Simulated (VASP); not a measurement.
Runs of VASP 6.6.1 on Si2F3. The structure is that of space group P6/mmm (No. 191), or close to it. The cells are those of the table. 

```csv
task,spin,cell,k mesh,cutoff (eV),gap on the mesh (eV),pressure (GPa),moment (μB),relaxed volume (Å³/atom)
single point,"collinear, ferromagnetic start","a = 4.594, b = 4.594, c = 2.549 Å, angles 90.0, 90.0, 120.0°, 5 atoms",6 × 6 × 6,520,none,197.4,0.00,-
single point,off,"a = 4.442, b = 4.442, c = 3.600 Å, angles 90.0, 90.0, 120.0°, 5 atoms",6 × 6 × 6,520,none,0.0,-,-
single point,off,"a = 4.594, b = 4.594, c = 2.549 Å, angles 90.0, 90.0, 120.0°, 5 atoms",6 × 6 × 6,520,none,197.4,-,-
relaxation of cell and atoms,off,"relaxed from a = 4.442, b = 4.442, c = 3.600 Å, angles 90.0, 90.0, 120.0°, 5 atoms",12 × 12 × 10,600,none,0.1,-,(a)
single point,off,"a = 4.438, b = 4.438, c = 3.602 Å, angles 90.0, 90.0, 120.0°, 5 atoms",12 × 12 × 10,520,none,-0.1,-,-
single point,"collinear, ferromagnetic start","a = 4.442, b = 4.442, c = 3.600 Å, angles 90.0, 90.0, 120.0°, 5 atoms",6 × 6 × 6,520,none,0.0,0.00,-
relaxation of cell and atoms,off,"relaxed from a = 4.594, b = 4.594, c = 2.549 Å, angles 90.0, 90.0, 120.0°, 5 atoms",6 × 6 × 6,600,none,0.0,-,11.79
```

Alike in all rows: level PBE; potentials or basis VASP PAW PBE potentials, release 64 (Si, F); smearing gaussian 0.1 eV.

Q: Fill in the values left out.

A: (a) 12.24.

Caveats: some runs use coarse meshes; an odd number of electrons without spin polarisation forces a metal (some runs); a magnetic or distorted state may lie lower (some runs); the volume moved by over 15 % at a fixed basis, so the end points are rough (some runs).

A gap of «none» marks levels without a gap at the run's occupations.
